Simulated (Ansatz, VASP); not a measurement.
## Two plane-wave programs on ZrC2

The input INCAR:

```
  ALGO = Normal
  EDIFF = 1E-6
  ENCUT = 520
  GGA = PE
  ISIF = 2
  ISMEAR = 0
  ISPIN = 2
  LASPH = True
  LCHARG = True
  LELF = True
  LMAXMIX = 4
  LORBIT = 11
  LREAL = False
  LVHAR = True
  LWAVE = False
  MAGMOM = 1 0 0
  NBANDS = 21
  NELM = 150
  PREC = Accurate
  SIGMA = 0.1
```

File KPOINTS:

```
k-points
0
Gamma
  6 6 6
```

Contents of POSCAR:

```
ZrC2
1.0
    1.3597841750     -3.4701329257      0.0000000000
    1.3597841750      3.4701329257      0.0000000000
    0.0000000000      0.0000000000      3.1112778519
Zr C
1 2
Direct
    0.0000000000      0.0000000000      0.5000000000
    0.6996752307      0.3003247693      0.0000000000
    0.3003247693      0.6996752307      0.0000000000
```

Input for Ansatz:

```yaml
crystal:
  lattice:
    - [1.359784175, -3.4701329257, 0.0]
    - [1.359784175, 3.4701329257, 0.0]
    - [0.0, 0.0, 3.1112778519]
  atoms:
    - { symbol: Zr, position: [0.0, 0.0, 0.5], spin: 1.0 }
    - { symbol: C, position: [0.6996752307, 0.3003247693, 0.0] }
    - { symbol: C, position: [0.3003247693, 0.6996752307, 0.0] }
basis:
  ecutwfc: 420
kpoints:
  mp_grid: { grid: [6, 6, 6] }
hamiltonian:
  xc: pbe
scf:
  occupations: { method: gaussian, width: 0.1 }
  lower_state_search: "off"
output:
  forces: true
  stress: true
  eigenvalues: true
  populations: true
magnetization:
  spin_polarized: true
```

Change from the starting cell: the structure that the rattled cell fell into.

Alike in both runs: task single point; functional PBE; k mesh 6 × 6 × 6; occupations gaussian, width 0.1 eV; collinear spin.

|  | VASP | Ansatz |
| --- | --- | --- |
| version | VASP 6.6.1 | Ansatz 0.2.0 |
| potentials or method | VASP PAW PBE potentials, release 64 (Zr_sv, C), cutoff 520 eV | scalar-relativistic, plane waves, PAW |
| valence electrons in the cell | 20 | 20 |

```tsv
	VASP	Ansatz	Ansatz less VASP
gap on the k mesh at the Fermi level (eV)	none	none	-
pressure (GPa)	0.3	0.0	-0.33
traceless stress, the component that is largest in VASP (GPa)	1.72	1.47	-0.254
rms of the force components (eV/Å)	0.064	0.071	+0.0068
net moment per atom (μB)	0.00	0.00	0.000
```

Atom by atom the forces differ by 0.007 eV/Å (rms over components). A gap of «none» marks a metal or a gap that the smearing closes. The functional is the same, so the differences come from potentials, cutoffs and numerics. Ansatz's warnings: seeded moment not kept.

The k mesh is coarse, so the values compare programs but aren't converged.
